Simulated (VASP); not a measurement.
# Cu (Fm-3m) in VASP: notebook, part 2 of 2

VASP 6.6.1. The steps go on from the part before.

## (3) Single point, LDA

This run uses another cell than the first one, of 10.89 Å³/atom, 0.951 times its volume.

File INCAR:

```
PREC = Accurate ; ENCUT = 520
EDIFF = 1E-7 ; ISMEAR = 0
SIGMA = 0.1 ; LREAL = False
LASPH = True ; NELM = 100
ALGO = Normal ; ISIF = 2
LWAVE = False ; LCHARG = False
GGA = CA ; NBANDS = 12
```

File KPOINTS:

```
regular mesh
0
Gamma
  20 20 20
```

File POSCAR:

```
Cu
1.0
    0.0000000000      1.7591171171      1.7591171171
    1.7591171171      0.0000000000      1.7591171171
    1.7591171171      1.7591171171      0.0000000000
Cu
1
Direct
    0.0000000000      0.0000000000      0.0000000000
```

Potentials or basis: VASP PAW LDA potentials, release 64 (Cu).

On the command line:

```sh
$ cat potpaw_LDA.64/Cu/POTCAR > POTCAR
$ mpirun -np 1 vasp_std > vasp.out
```

OUTCAR:

```text
PREC = Accurate
   ENCUT = 520
   EDIFF = 1E-7
   ISMEAR = 0
   LREAL = False
   LASPH = True
   NELM = 100
   ISIF = 2
   GGA = CA

 ion  position               nearest neighbor table
   1  0.000  0.000  0.000-

  LATTYP: Found a face centered cubic cell.
 ALAT       =     3.5182342342

  Lattice vectors:

 A1 = (   0.0000000000,   1.7591171171,   1.7591171171)
 A2 = (   1.7591171171,   0.0000000000,   1.7591171171)
 A3 = (   1.7591171171,   1.7591171171,   0.0000000000)

Analysis of symmetry for initial positions (statically):
=====================================================================
 Subroutine PRICEL returns:
 Original cell was already a primitive cell.

 Routine SETGRP: Setting up the symmetry group for a
 face centered cubic supercell.

 Subroutine GETGRP returns: Found 48 space group operations
 (whereof 48 operations were pure point group operations)
 out of a pool of 48 trial point group operations.

The static configuration has the point symmetry O_h .

Analysis of symmetry for dynamics (positions and initial velocities):
=====================================================================
 Subroutine PRICEL returns:
 Original cell was already a primitive cell.

[... 158 lines left out ...]
 Fermi energy:         8.3789516329

 k-point     1 :       0.0000    0.0000    0.0000
  band No.  band energies     occupation
      1      -1.5813      2.00000
      2       5.0697      2.00000
      3       5.0697      2.00000
      4       5.0697      2.00000
      5       6.0199      2.00000
      6       6.0199      2.00000
      7      31.7259      0.00000
      8      34.8474      0.00000
      9      34.8474      0.00000
     10      34.8474      0.00000
     11      37.4659      0.00000
     12      37.4659      0.00000
[... 331 lines left out ...]
 k-point    24 :      -0.3500    0.0500    0.0000
  band No.  band energies     occupation
      1       2.3683      2.00000
      2       5.1032      2.00000
      3       5.1490      2.00000
      4       5.2888      2.00000
      5       6.3736      2.00000
      6       6.6901      2.00000
      7      16.1685      0.00000
      8      29.1185      0.00000
      9      31.5080      0.00000
     10      32.7898      0.00000
     11      35.0630      0.00000
     12      36.9106      0.00000

 [... further k-points ...]
[... 5 lines left out ...]
  --------------------------------------------------------------------------------------
  -------------------------------------------------------------------------------------
  Total        0.0591860      0.0591860      0.0591860      0.0000000      0.0000000      0.0000000
  in kB        8.7099452      8.7099452      8.7099452      0.0000000      0.0000000      0.0000000
  external PRESSURE =       8.7099452 kB  Pullay stress =       0.0000000 kB

 VOLUME and BASIS-vectors are now :
 -----------------------------------------------------------------------------
  energy-cutoff  :      520.00
  volume of cell :       10.89
      direct lattice vectors                 reciprocal lattice vectors
     0.000000000  1.759117117  1.759117117    -0.284233491  0.284233491  0.284233491
     1.759117117  0.000000000  1.759117117     0.284233491 -0.284233491  0.284233491
     1.759117117  1.759117117  0.000000000     0.284233491  0.284233491 -0.284233491

 POSITION                                       TOTAL-FORCE (eV/Angst)
 -----------------------------------------------------------------------------------
      0.00000      0.00000      0.00000         0.000000      0.000000      0.000000
 -----------------------------------------------------------------------------------
    total drift:                                0.000000      0.000000      0.000000

  FREE ENERGIE OF THE ION-ELECTRON SYSTEM (eV)
  ---------------------------------------------------
  free  energy   TOTEN  =        -4.7090310345 eV

  energy  without entropy=       -4.7077813832  energy(sigma->0) =       -4.70840621
```

stdout:

```text
POSCAR found type information on POSCAR Cu
 POSCAR found :  1 types and       1 ions
 scaLAPACK will be used
 LDA part: xc-table for (Slater(with rela. corr.)+CA(PZ))
 , standard interpolation
 POSCAR, INCAR and KPOINTS ok, starting setup
 FFT: planning ... GRIDC
 FFT: planning ... GRID_SOFT
 FFT: planning ... GRID
 WAVECAR not read
 entering main loop
```

Run time: 28 s. Hardware: 1 thread of Intel Xeon Platinum 8259CL at 2.50GHz (Skylake/Cascade Lake), shared host; peak memory 0.14 GiB.

What came out:

```yaml
Free_energy: -4.7090 eV
Pressure: 0.9 GPa
```

Levels at points of the mesh, in eV from the Fermi level:
| k point | band 4 | band 5 | band 6 | band 7 | band 8 | band 9 |
| --- | --- | --- | --- | --- | --- | --- |
| (0.00, 0.00, 0.00) | -3.31 | -2.36 | -2.36 | 23.35 | 26.47 | 26.47 |
| (0.50, 0.00, 0.00) | -1.71 | -1.71 | -1.20 | 4.18 | 21.83 | 23.23 |
| (0.50, 0.50, 0.00) | -1.56 | -1.56 | 1.45 | 7.73 | 13.67 | 13.67 |

## (4) Relaxation of cell and atoms, LDA

File INCAR:

```
PREC = Accurate
ENCUT = 600
EDIFF = 1E-7
ISMEAR = 0
SIGMA = 0.1
LREAL = F
LASPH = T
NELM = 100
ALGO = Normal
ISIF = 3
LWAVE = F
LCHARG = F
IBRION = 2
NSW = 100
EDIFFG = -0.005
```

File KPOINTS:

```
Automatic mesh
0
Gamma
  20 20 20
```

File POSCAR:

```
Cu
1.0
    0.0000000000      1.7887153400      1.7887153400
    1.7887153400      0.0000000000      1.7887153400
    1.7887153400      1.7887153400      0.0000000000
Cu
1
Direct
    0.0000000000      0.0000000000      0.0000000000
```

On the command line:

```sh
$ cat potpaw_LDA.64/Cu/POTCAR > POTCAR
$ mpirun -np 1 vasp_std > vasp.out
```

It took 52 s on 1 thread of Intel Xeon Platinum 8259CL at 2.50GHz (Skylake/Cascade Lake), shared host; peak memory 0.15 GiB.

Results (log left out):

```
Free energy                            : -4.7094 eV
Relaxed volume                         : 10.94 Å³/atom
Relaxed cell                           : a = 2.492 Å, b = 2.492 Å, c = 2.492 Å, α = 60.00°, β = 60.00°, γ = 60.00°
Space group after relaxing (to 0.05 Å) : Fm-3m (No. 225)
Energy gained by relaxing              : 12.3 meV/atom
Ionic steps                            : 3
Pressure after relaxing                : 0.0 GPa
```

Step by step:
| step | energy change (eV) | largest force (eV/Å) | pressure (GPa) | volume (Å³) |
| --- | --- | --- | --- | --- |
| 1 | 0.0000 | 0.0000 | -7.45 | 11.45 |
| 2 | -0.0054 | 0.0000 | 6.55 | 10.59 |
| 3 | -0.0123 | 0.0000 | -0.03 | 10.94 |

Final structure:
```
CELL_PARAMETERS angstrom
0.00000 1.76198 1.76198
1.76198 0.00000 1.76198
1.76198 1.76198 0.00000
ATOMIC_POSITIONS crystal
Cu 0.00000 0.00000 0.00000
```

Levels at points of the mesh, in eV from the Fermi level:
```
           k point  band 4  band 5  band 6  band 7  band 8  band 9
(0.00, 0.00, 0.00)   -3.29   -2.35   -2.35   23.31   26.39   26.39
(0.50, 0.00, 0.00)   -1.71   -1.71   -1.18    4.15   21.79   23.15
(0.50, 0.50, 0.00)   -1.55   -1.55    1.46    7.69   13.63   13.63
```

## (5) Summary

```tsv
task	cell	k mesh	cutoff (eV)	gap on the mesh (eV)	pressure (GPa)
single point	a = 2.530 Å, angles 60.0°, 1 atom	8 × 8 × 8	520	none	-6.6
single point	a = 2.488 Å, angles 60.0°, 1 atom	20 × 20 × 20	520	none	0.9
relaxation of cell and atoms	relaxed from a = 2.530 Å, angles 60.0°, 1 atom	20 × 20 × 20	600	none	0.0
```

Alike in all rows: level LDA; potentials or basis VASP PAW LDA potentials, release 64 (Cu); no spin polarisation; smearing gaussian 0.1 eV.

Caveats: some runs use coarse meshes.

Absolute energies hang on the potentials; compare differences alone.
